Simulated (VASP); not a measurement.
# AlAs in VASP: notebook

The runs below take AlAs through single point, with PBE.

All numbers are computed with VASP 6.6.1; they aren't measurements. Logs are shortened: lines on timing, memory, paths and dates and some standing lists are left out, and cuts for length are marked.

### Step 1. The cell of the first run

The cell holds a slab with vacuum, 4 atoms: a = 4.050 Å, b = 4.050 Å, c = 18.133 Å, α = 90.00°, β = 90.00°, γ = 120.00°.

### Step 2. Single point, PBE

INCAR reads:

```
SYSTEM = AlAs
PREC = Accurate
ENCUT = 520
EDIFF = 1E-6
ISMEAR = 0
SIGMA = 0.05
LREAL = .FALSE.
LASPH = .TRUE.
NELM = 80
ALGO = Normal
ISIF = 2
LWAVE = .FALSE.
LCHARG = .FALSE.
LDIPOL = .TRUE.
IDIPOL = 3
DIPOL = 0.5 0.5 0.502
GGA = PE
NBANDS = 16
```

KPOINTS reads:

```
Automatic mesh
0
G
  9 9 1
  0 0 0
```

POSCAR reads:

```
AlAs
1.0
    4.0498608253      0.0000000000      0.0000000000
   -2.0249304126      3.5072823565      0.0000000000
    0.0000000000      0.0000000000     18.1333718964
As Al
2 2
Direct
    0.0000000000      0.0000000000      0.3860285908
    0.3333333333      0.6666666667      0.5802667358
    0.3333333333      0.6666666667      0.4316171545
    0.6666666667      0.3333333333      0.6112124828
```

Potentials or basis: VASP PAW PBE potentials, release 64 (As, Al).

Command:

```console
$ cat potpaw_PBE.64/As/POTCAR potpaw_PBE.64/Al/POTCAR > POTCAR
$ mpirun -np 1 vasp_std > vasp.out
```

OUTCAR:

```text
SYSTEM = AlAs
   PREC = Accurate
   ENCUT = 520
   EDIFF = 1E-6
   ISMEAR = 0
   LREAL = .FALSE.
   LASPH = .TRUE.
   NELM = 80
   ISIF = 2
   GGA = PE

 ion  position               nearest neighbor table
   1  0.000  0.000  0.386-   3 2.48   3 2.48   3 2.48
   2  0.333  0.667  0.580-   4 2.40   4 2.40   4 2.40   3 2.70
   3  0.333  0.667  0.432-   1 2.48   1 2.48   1 2.48   2 2.70
   4  0.667  0.333  0.611-   2 2.40   2 2.40   2 2.40

  LATTYP: Found a hexagonal cell.
 ALAT       =     4.0498608253
 C/A-ratio  =     4.4775296433

  Lattice vectors:

 A1 = (   4.0498608253,   0.0000000000,   0.0000000000)
 A2 = (  -2.0249304126,   3.5072823565,   0.0000000000)
 A3 = (   0.0000000000,   0.0000000000,  18.1333718964)

Analysis of symmetry for initial positions (statically):
=====================================================================
 Subroutine PRICEL returns:
 Original cell was already a primitive cell.

 Routine SETGRP: Setting up the symmetry group for a
 hexagonal supercell.

 Subroutine GETGRP returns: Found  6 space group operations
 (whereof  6 operations were pure point group operations)
 out of a pool of 24 trial point group operations.

The static configuration has the point symmetry C_3v.

Analysis of symmetry for dynamics (positions and initial velocities):
=====================================================================
 Subroutine PRICEL returns:
 Original cell was already a primitive cell.

 Routine SETGRP: Setting up the symmetry group for a
 hexagonal supercell.

 Subroutine GETGRP returns: Found  6 space group operations
 (whereof  6 operations were pure point group operations)
 out of a pool of 24 trial point group operations.

The dynamic configuration has the point symmetry C_3v.

 Subroutine INISYM returns: Found  6 space group operations
 (whereof  6 operations are pure point group operations),
 and found     1 'primitive' translations

----------------------------------------------------------------------------------------

                                     Primitive cell

  volume of cell :     257.5665

  direct lattice vectors                    reciprocal lattice vectors
     4.049860825  0.000000000  0.000000000     0.246922066  0.142560521  0.000000000
    -2.024930413  3.507282357  0.000000000     0.000000000  0.285121042  0.000000000
     0.000000000  0.000000000 18.133371896     0.000000000  0.000000000  0.055146942

  length of vectors
     4.049860825  4.049860825 18.133371896     0.285121042  0.285121042  0.055146942

  position of ions in fractional coordinates (direct lattice)
     0.000000000  0.000000000  0.386028591
     0.333333333  0.666666667  0.580266736
     0.333333333  0.666666667  0.431617155
     0.666666667  0.333333333  0.611212483

  ion indices of the primitive-cell ions
   primitive index   ion index
                 1           1
                 2           2
                 3           3
                 4           4

----------------------------------------------------------------------------------------

 KPOINTS: Automatic mesh

Automatic generation of k-mesh.
 Grid dimensions read from file:
 generate k-points for:    9    9    1

 Generating k-lattice:

  Cartesian coordinates                     Fractional coordinates (reciprocal lattice)
     0.027435785  0.015840058  0.000000000     0.111111111  0.000000000  0.000000000
     0.000000000  0.031680116  0.000000000     0.000000000  0.111111111  0.000000000
     0.000000000  0.000000000  0.055146942     0.000000000  0.000000000  1.000000000

  Length of vectors
     0.031680116  0.031680116  0.055146942

  Shift w.r.t. Gamma in fractional coordinates (k-lattice)
     0.000000000  0.000000000  0.000000000

 Subroutine IBZKPT returns following result:
 ===========================================

 Found     12 irreducible k-points:

 Following reciprocal coordinates:
            Coordinates               Weight
  0.000000  0.000000  0.000000      1.000000
  0.111111 -0.000000  0.000000      6.000000
  0.222222 -0.000000  0.000000      6.000000
  0.333333  0.000000  0.000000      6.000000
  0.444444 -0.000000  0.000000      6.000000
  0.111111  0.111111  0.000000      6.000000
  0.222222  0.111111  0.000000     12.000000
  0.333333  0.111111  0.000000     12.000000
  0.444444  0.111111  0.000000      6.000000
  0.222222  0.222222  0.000000      6.000000
  0.333333  0.222222  0.000000     12.000000
  0.333333  0.333333  0.000000      2.000000
   k-points           NKPTS =     12   k-points in BZ     NKDIM =     12   number of bands    NBANDS=     16
   number of dos      NEDOS =    301   number of ions     NIONS =      4
   total plane-waves  NPLWV = 126000
   dimension x,y,z NGX =    30 NGY =   30 NGZ =  140
   dimension x,y,z NGXF=    60 NGYF=   60 NGZF=  280
   ions per type =               2   2
   NGX,Y,Z   is equivalent  to a cutoff of  12.31, 12.31, 12.84 a.u.
   NGXF,Y,Z  is equivalent  to a cutoff of  24.63, 24.63, 25.67 a.u.
 SYSTEM =  AlAs
   PREC   = accura    normal or accurate (medium, high low for compatibility)
   ISTART =      0    job   : 0-new  1-cont  2-samecut
   ICHARG =      2    charge: 1-file 2-atom 10-const
   ISPIN  =      1    spin polarized calculation?
   LNONCOLLINEAR =      F non collinear calculations
   LSORBIT =      F    spin-orbit coupling
   LASPH  =      T    aspherical Exc in radial PAW
   ENCUT  =  520.0 eV  38.22 Ry    6.18 a.u.   7.53  7.53 33.72*2*pi/ulx,y,z
   NELM   =     80;   NELMIN=  2; NELMDL= -5     # of ELM steps
   EDIFF  = 0.1E-05   stopping-criterion for ELM
   LREAL  =      F    real-space projection
   EDIFFG = 0.1E-04   stopping-criterion for IOM
   NSW    =      0    number of steps for IOM
   IBRION =     -1    ionic relax: 0-MD 1-quasi-New 2-CG
   NFREE  =      0    steps in history (QN), initial steepest desc. (CG)
   ISIF   =      2    stress and relaxation
   ISYM   =      2    0-nonsym 1-usesym 2-fastsym
   POTIM  = 0.5000    time-step for ionic-motion
   TEBEG  =    0.0;   TEEND  =   0.0 temperature during run
   PSTRESS=    0.0 pullay stress
   NELECT =      16.0000    total number of electrons
   NUPDOWN=      -1.0000    fix difference up-down
   EMIN   =  10.00;   EMAX   =-10.00  energy-range for DOS
   EFERMI =   0.00;   METHOD = LEGACY
   ISMEAR =     0;   SIGMA  =   0.05  broadening in eV -4-tet -1-fermi 0-gaus
   EFERMI_NEDOS =   21; number of points for ismear=-14 and -15
   IALGO  =     38    algorithm
   IMIX   =      4    mixing-type and parameters
     AMIX     =   0.40;   BMIX     =  1.00
     AMIX_MAG =   1.60;   BMIX_MAG =  1.00
  volume/ion in A,a.u.               =      64.39       434.54
  Fermi-wavevector in a.u.,A,eV,Ry     =   0.648363  1.225229  5.719547  0.420375
  Thomas-Fermi vector in A             =   1.716971
   LORBIT       =      0    0 simple, 1 ext, 2 COOP (PROOUT), +10 PAW based schemes
   GGA     = PE    functional components
   LHFCALC =     F    Hartree Fock is set to
   AEXX    =    0.0000 exact exchange contribution
   IVDW    =     0    specifies the selected vdW correction
   LEPSILON=     F    determine dielectric tensor
   LRPA    =     F    only Hartree local field effects (RPA)
 non-spin polarized calculation
 Gauss-broadening in eV      SIGMA  =   0.05
  energy-cutoff  :      520.00
  volume of cell :      257.57
 maximum number of plane-waves:      6977
 NGX is ok and might be reduce to    30
   NGX = 15   NGY = 15   NGZ = 67

 number of electron      15.9999998 magnetization

 dipolmoment           0.000000      0.000000     -0.195447 electrons x Angstroem

 Free energy of the ion-electron system (eV)
  ---------------------------------------------------
  ext. energy  EPLUGINS =         0.00000000
  ---------------------------------------------------
  free energy    TOTEN  =       -16.97198658 eV

  energy without entropy =      -16.97195148  energy(sigma->0) =      -16.97196903

 E-fermi :  -1.1004     XC(G=0):  -4.0371

 val. band max:       -1.1963722232   @ k =   0.0000   0.0000   0.0000
 cond. band min:      -1.0045106073   @ k =   0.3333   0.3333   0.0000
 fundamental gap:      0.1918616159
 Fermi energy:        -1.1004414576

 k-point     1 :       0.0000    0.0000    0.0000
  band No.  band energies     occupation
      1     -13.9259      2.00000
      2     -11.7164      2.00000
      3      -6.1160      2.00000
      4      -3.4677      2.00000
      5      -3.4677      2.00000
      6      -2.9689      2.00000
[... 8 lines left out ...]
     15       3.5722      0.00000
     16       3.5722      0.00000

 k-point     2 :       0.1111   -0.0000    0.0000
  band No.  band energies     occupation
      1     -13.8305      2.00000
      2     -11.6216      2.00000
      3      -6.0595      2.00000
      4      -4.4033      2.00000
      5      -3.6381      2.00000
      6      -2.7896      2.00000
[... 8 lines left out ...]
     15       3.3116      0.00000
     16       3.8244      0.00000

 k-point     3 :       0.2222   -0.0000    0.0000
  band No.  band energies     occupation
      1     -13.5641      2.00000
      2     -11.3573      2.00000
      3      -6.2077      2.00000
      4      -5.4706      2.00000
      5      -4.0014      2.00000
      6      -3.5173      2.00000
[... 8 lines left out ...]
     15       3.2525      0.00000
     16       4.1316      0.00000

 k-point     4 :       0.3333    0.0000    0.0000
  band No.  band energies     occupation
      1     -13.2003      2.00000
      2     -10.9993      2.00000
      3      -7.1945      2.00000
      4      -5.7215      2.00000
      5      -4.3382      2.00000
      6      -4.1963      2.00000
[... 8 lines left out ...]
     15       4.1616      0.00000
     16       4.5946      0.00000

 k-point     5 :       0.4444   -0.0000    0.0000
  band No.  band energies     occupation
      1     -12.9073      2.00000
      2     -10.7164      2.00000
      3      -7.8892      2.00000
      4      -6.1300      2.00000
      5      -4.5288      2.00000
      6      -4.1056      2.00000
[... 8 lines left out ...]
     15       4.4108      0.00000
     16       4.8348      0.00000

 k-point     6 :       0.1111    0.1111    0.0000
  band No.  band energies     occupation
      1     -13.6492      2.00000
      2     -11.4416      2.00000
      3      -6.0630      2.00000
      4      -5.2435      2.00000
      5      -4.0295      2.00000
      6      -3.1772      2.00000
[... 8 lines left out ...]
     15       3.3823      0.00000
     16       3.8148      0.00000

 k-point     7 :       0.2222    0.1111    0.0000
  band No.  band energies     occupation
      1     -13.3298      2.00000
      2     -11.1260      2.00000
      3      -6.7530      2.00000
      4      -5.5885      2.00000
      5      -4.5560      2.00000
      6      -3.9539      2.00000
[... 8 lines left out ...]
     15       3.7134      0.00000
     16       4.2853      0.00000

 k-point     8 :       0.3333    0.1111    0.0000
  band No.  band energies     occupation
      1     -12.9868      2.00000
      2     -10.7912      2.00000
      3      -7.5967      2.00000
      4      -5.9209      2.00000
      5      -4.9142      2.00000
      6      -4.1147      2.00000
[... 8 lines left out ...]
     15       4.3713      0.00000
     16       4.7660      0.00000

 k-point     9 :       0.4444    0.1111    0.0000
  band No.  band energies     occupation
      1     -12.8267      2.00000
      2     -10.6380      2.00000
      3      -7.9368      2.00000
      4      -6.1633      2.00000
      5      -5.0435      2.00000
      6      -3.9844      2.00000
[... 8 lines left out ...]
     15       4.2447      0.00000
     16       5.0707      0.00000

 k-point    10 :       0.2222    0.2222    0.0000
  band No.  band energies     occupation
      1     -13.0199      2.00000
      2     -10.8222      2.00000
      3      -7.3700      2.00000
      4      -5.7900      2.00000
      5      -5.2821      2.00000
      6      -4.0329      2.00000
[... 8 lines left out ...]
     15       4.0047      0.00000
     16       4.3803      0.00000

 k-point    11 :       0.3333    0.2222    0.0000
  band No.  band energies     occupation
      1     -12.7814      2.00000
      2     -10.5913      2.00000
      3      -7.7800      2.00000
      4      -6.0433      2.00000
      5      -5.7218      2.00000
      6      -3.8921      2.00000
[... 8 lines left out ...]
     15       4.4139      0.00000
     16       4.5940      0.00000

 k-point    12 :       0.3333    0.3333    0.0000
  band No.  band energies     occupation
      1     -12.6951      2.00000
      2     -10.5069      2.00000
      3      -7.8030      2.00000
      4      -6.1011      2.00000
      5      -6.0411      2.00000
      6      -3.9966      2.00000
[... 8 lines left out ...]
     15       4.5413      0.00000
     16       4.8844      0.00000

------------------------ aborting loop because EDIFF is reached ----------------------------------------

 vacuum level on the upper side and lower side of the slab       (xc-potential included)        -1.235         1.106

  FORCE on cell =-STRESS in cart. coord.  units (eV):
  Direction    XX          YY          ZZ          XY          YZ          ZX
  --------------------------------------------------------------------------------------
  -------------------------------------------------------------------------------------
  Total       -0.0484135     -0.0484135     -0.5670914     -0.0000000      0.0000000      0.0000000
  in kB       -0.3011535     -0.3011535     -3.5275584     -0.0000000      0.0000000      0.0000000
  external PRESSURE =      -1.3766218 kB  Pullay stress =       0.0000000 kB

 VOLUME and BASIS-vectors are now :
 -----------------------------------------------------------------------------
  energy-cutoff  :      520.00
  volume of cell :      257.57
      direct lattice vectors                 reciprocal lattice vectors
     4.049860825  0.000000000  0.000000000     0.246922066  0.142560521  0.000000000
    -2.024930413  3.507282357  0.000000000     0.000000000  0.285121042  0.000000000
     0.000000000  0.000000000 18.133371896     0.000000000  0.000000000  0.055146942

 POSITION                                       TOTAL-FORCE (eV/Angst)
 -----------------------------------------------------------------------------------
      0.00000      0.00000      7.00000         0.000000     -0.000000      0.705827
     -0.00000      2.33819     10.52219         0.000000      0.000000     -0.002014
     -0.00000      2.33819      7.82667        -0.000000     -0.000000     -0.707045
      2.02493      1.16909     11.08334         0.000000      0.000000      0.003232
 -----------------------------------------------------------------------------------
    total drift:                                0.000000     -0.000000     -0.000187

  FREE ENERGIE OF THE ION-ELECTRON SYSTEM (eV)
  ---------------------------------------------------
  free  energy   TOTEN  =       -16.9719865777 eV

  energy  without entropy=      -16.9719514788  energy(sigma->0) =      -16.97196903

 vacuum level on the upper side and lower side of the slab         1.906         4.396
```

It took 51 s on 1 thread of Intel Xeon 6975P-C (Granite Rapids), shared host; peak memory 0.35 GiB.

What came out:

```
Free energy            : -16.9720 eV
Largest force          : 0.707 eV/Å
Band gap on the k mesh : 0.19 eV, indirect (least direct gap 0.41 eV)
```

Forces on the atoms (eV/Å):
```
As   0.000  0.000  0.706
As   0.000  0.000 -0.002
Al   0.000  0.000 -0.707
Al   0.000  0.000  0.003
```

### Step 3. Single point, PBE

This run uses another cell than the first one, of 69.54 Å³/atom, 1.080 times its volume.

INCAR reads:

```
SYSTEM = AlAs
PREC = Accurate ; ENCUT = 520
EDIFF = 1E-7 ; ISMEAR = 0
SIGMA = 0.05 ; LREAL = .False.
LASPH = .True. ; NELM = 60
ALGO = Normal ; ISIF = 2
LWAVE = .False. ; LCHARG = .False.
LDIPOL = .True. ; IDIPOL = 3
DIPOL = 0.5 0.5 0.312 ; GGA = PE
NBANDS = 16
```

KPOINTS reads:

```
regular mesh
0
Gamma
  9 9 1
  0 0 0
```

POSCAR reads:

```
AlAs
1.0
    4.0498608253      0.0000000000      0.0000000000
   -2.0249304126      3.5072823565      0.0000000000
    0.0000000000      0.0000000000     19.5833432591
As Al
2 2
Direct
    0.0000000000      0.0000000000      0.2042552156
    0.3333333333      0.6666666667      0.3841117638
    0.3333333333      0.6666666667      0.2464683540
    0.6666666667      0.3333333333      0.4127662551
```

Potentials or basis: VASP PAW PBE potentials, release 64 (As, Al).

Command:

```console
$ cat potpaw_PBE.64/As/POTCAR potpaw_PBE.64/Al/POTCAR > POTCAR
$ mpirun -np 1 vasp_std > vasp.out
```

Wall time 72 s (1 thread of Intel Xeon 6975P-C (Granite Rapids), shared host); peak memory 0.34 GiB.

The run converged. Its results:

```yaml
Free_energy: -16.9721 eV
Largest_force: 0.707 eV/Å
Band_gap_on_the_k_mesh: 0.19 eV, indirect (least direct gap 0.41 eV)
```

Forces in eV/Å, atoms in the order of the input:
```
As   0.000  0.000  0.706
As   0.000  0.000 -0.002
Al   0.000  0.000 -0.707
Al   0.000  0.000  0.003
```

Levels at points of the mesh, in eV from the valence-band top:
```csv
k point,band 5,band 6,band 7,band 8,band 9,band 10,band 11,band 12
"(0.00, 0.00, 0.00)",-2.27,-1.77,0.00,0.00,0.41,1.24,2.59,3.06
```

(Continued in part 2 of 2.)
